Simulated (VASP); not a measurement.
Write the native input for VASP 6.6.1 that does the following.

| Item | Value |
| --- | --- |
| Task | single point |
| Functional | PBE |
| Potentials or basis | VASP PAW PBE potentials, release 64 (Rb_sv) |
| Cutoff | 500 eV |
| k mesh | 6 × 6 × 6 |
| Occupations | fermi-dirac, width 0.05 eV |
| Spin | no spin polarisation |
| Dipole correction | no |
| Further INCAR settings | ALGO = Normal; EDIFF = 1e-06; NBANDS = 10 |

The structure of Rb lies in POSCAR:

```
Rb
1.0
   -2.8025000000      2.8025000000      2.7744750000
    2.8025000000     -2.8025000000      2.7744750000
    2.8025000000      2.8025000000     -2.7744750000
Rb
1
Direct
    0.0000000000      0.0000000000      0.0000000000
```

One way to write it, as run:

INCAR

```
ALGO = Normal ; EDIFF = 1E-6
ENCUT = 500 ; GGA = PE
GGA_COMPAT = F ; ISIF = 2
ISMEAR = -1 ; LASPH = T
LCHARG = F ; LREAL = F
LWAVE = F ; NBANDS = 10
NELM = 120 ; PREC = Accurate
SIGMA = 0.05
```

KPOINTS

```
k-points
0
Gamma
  6 6 6
```

Potentials or basis: VASP PAW PBE potentials, release 64 (Rb_sv).

Command:

```sh
$ cat potpaw_PBE.64/Rb_sv/POTCAR > POTCAR
$ mpirun -np 1 vasp_std > vasp.out
```

It gave:

The pressure is 0.2 GPa and the band gap on the k mesh is zero (an odd number of electrons rules out a gap without spin polarisation).

Run time: 24 s on 1 thread of Intel Xeon 8259CL, on a shared host, peak memory 0.2 GiB.
